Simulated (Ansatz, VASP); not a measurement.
**Pd: VASP beside Ansatz**

```xyz
1
Lattice="0.0000 1.9334 1.9334 1.9334 0.0000 1.9334 1.9334 1.9334 0.0000" Properties=species:S:1:pos:R:3 pbc="T T T"
Pd    0.0000    0.0000    0.0000
```

Alike in both runs: task single point; functional PBE0; k mesh 8 × 8 × 8; occupations fermi-dirac, width 0.05 eV; no spin polarisation.

```csv
,VASP,Ansatz
version,VASP 6.6.1,Ansatz 0.2.0
potentials or method,"VASP PAW PBE potentials, release 64 (Pd)",Ansatz PAW
plane-wave cutoff (eV),520,420
valence electrons in the cell,10,18
```

```tsv
	VASP	Ansatz	Ansatz less VASP
gap on the k mesh at the Fermi level (eV)	none	none	-
pressure (GPa)	7.0	6.9	-0.12
```

A gap of «none» marks a metal or a gap that the smearing closes. VASP's potentials hold 10 valence electrons a cell and Ansatz's 18, so a difference there can come from the potentials and not from the codes.
